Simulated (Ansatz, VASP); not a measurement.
# One calculation of SnO, two programs

The input INCAR:

```
SYSTEM = SnO
PREC = Accurate ; ENCUT = 520
EDIFF = 1E-7 ; ISMEAR = 0
SIGMA = 0.15 ; LREAL = .FALSE.
LASPH = .TRUE. ; NELM = 80
ALGO = Normal ; ISIF = 2
LWAVE = .FALSE. ; LCHARG = .FALSE.
GGA = PS ; NBANDS = 28
```

The input KPOINTS:

```
regular mesh
0
G
  12 12 10
  0 0 0
```

File POSCAR:

```
SnO
1.0
    4.0646047638      0.0000000000      0.0000000000
    0.0000000000      4.0646047638      0.0000000000
    0.0000000000      0.0000000000      4.4946399478
Sn O
2 2
Direct
    0.0000000000      0.5000000000      0.2425296443
    0.5000000000      0.0000000000      0.7574703557
    0.0000000000      0.0000000000      0.0000000000
    0.5000000000      0.5000000000      0.0000000000
```

Input for Ansatz:

```yaml
crystal:
  lattice:
    - [4.0646047638, 0.0, 0.0]
    - [0.0, 4.0646047638, 0.0]
    - [0.0, 0.0, 4.4946399478]
  atoms:
    - { symbol: Sn, position: [0.0, 0.5, 0.2425296443] }
    - { symbol: Sn, position: [0.5, 0.0, 0.7574703557] }
    - { symbol: O, position: [0.0, 0.0, 0.0] }
    - { symbol: O, position: [0.5, 0.5, 0.0] }
basis:
  ecutwfc: 520.0
kpoints:
  mp_grid: { grid: [12, 12, 10] }
hamiltonian:
  xc: pbesol
scf:
  occupations: { method: gaussian, width: 0.15 }
output:
  forces: true
  stress: true
  eigenvalues: true
```

Alike in both runs: task single point; functional PBEsol; k mesh 12 × 12 × 10; occupations gaussian, width 0.15 eV; no spin polarisation.

```csv
,VASP,Ansatz
version,VASP 6.6.1,Ansatz 0.2.0
potentials or method,"VASP PAW PBE potentials, release 64 (Sn_d, O), cutoff 520 eV","scalar-relativistic, plane waves, PAW"
valence electrons in the cell,40,40
```

|  | VASP | Ansatz | Ansatz less VASP |
| --- | --- | --- | --- |
| gap on the k mesh at the Fermi level (eV) | 0.64 | 0.64 | +0.001 |
| least direct gap on the mesh (eV) | 1.64 | 1.65 | +0.012 |
| pressure (GPa) | -7.4 | -7.6 | -0.19 |
| traceless stress, the component that is largest in VASP (GPa) | 5.66 | 5.71 | +0.044 |
| rms of the force components (eV/Å) | 0.172 | 0.200 | +0.0271 |

VASP's potentials were made for PBE, not for PBEsol. Atom by atom the forces differ by 0.027 eV/Å (rms over components).
